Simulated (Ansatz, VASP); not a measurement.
# One calculation of ZrSi2, two programs

The input INCAR:

```
PREC = Accurate ; ENCUT = 520
EDIFF = 1E-6 ; ISMEAR = 0
SIGMA = 0.15 ; LREAL = False
LASPH = True ; NELM = 100
ALGO = Fast ; ISIF = 2
LWAVE = False ; LCHARG = True
GGA = PE ; LELF = True
LVHAR = True ; NBANDS = 29
```

The input KPOINTS:

```
Automatic mesh
0
Gamma
  14 14 14
```

File POSCAR:

```
ZrSi2
1.0
    1.9081680440     -7.6158335315      0.0000000000
    1.9081680440      7.6158335315      0.0000000000
    0.0000000000      0.0000000000      3.5686998431
Zr Si
2 4
Direct
    0.8946665379      0.1053334621      0.7500000000
    0.1053334621      0.8946665379      0.2500000000
    0.5530999448      0.4469000552      0.7500000000
    0.4469000552      0.5530999448      0.2500000000
    0.2503123054      0.7496876946      0.7500000000
    0.7496876946      0.2503123054      0.2500000000
```

Input for Ansatz:

```yaml
crystal:
  lattice:
    - [1.908168044, -7.6158335315, 0.0]
    - [1.908168044, 7.6158335315, 0.0]
    - [0.0, 0.0, 3.5686998431]
  atoms:
    - { symbol: Zr, position: [0.8946665379, 0.1053334621, 0.75] }
    - { symbol: Zr, position: [0.1053334621, 0.8946665379, 0.25] }
    - { symbol: Si, position: [0.5530999448, 0.4469000552, 0.75] }
    - { symbol: Si, position: [0.4469000552, 0.5530999448, 0.25] }
    - { symbol: Si, position: [0.2503123054, 0.7496876946, 0.75] }
    - { symbol: Si, position: [0.7496876946, 0.2503123054, 0.25] }
basis:
  ecutwfc: 420
kpoints:
  mp_grid: { grid: [14, 14, 14] }
hamiltonian:
  xc: pbe
scf:
  occupations: { method: gaussian, width: 0.15 }
output:
  forces: true
  stress: true
  eigenvalues: true
```

Change from the starting cell: strain +0.030 along x and y, -0.030 along z, atoms carried along.

Alike in both runs: task single point; functional PBE; k mesh 14 × 14 × 14; occupations gaussian, width 0.15 eV; no spin polarisation.

```csv
,VASP,Ansatz
version,VASP 6.6.1,Ansatz 0.2.0
potentials or method,"VASP PAW PBE potentials, release 64 (Zr_sv, Si), cutoff 520 eV","scalar-relativistic, plane waves, PAW"
valence electrons in the cell,40,40
```

```tsv
	VASP	Ansatz	Ansatz less VASP
gap on the k mesh at the Fermi level (eV)	none	none	-
pressure (GPa)	-2.5	-2.5	-0.01
traceless stress, the component that is largest in VASP (GPa)	6.33	6.34	+0.011
rms of the force components (eV/Å)	0.080	0.079	-0.0015
```

Atom by atom the forces differ by 0.004 eV/Å (rms over components). A gap of «none» marks a metal or a gap that the smearing closes. With one functional, cell and mesh, what is left measures potentials, basis and numerics.
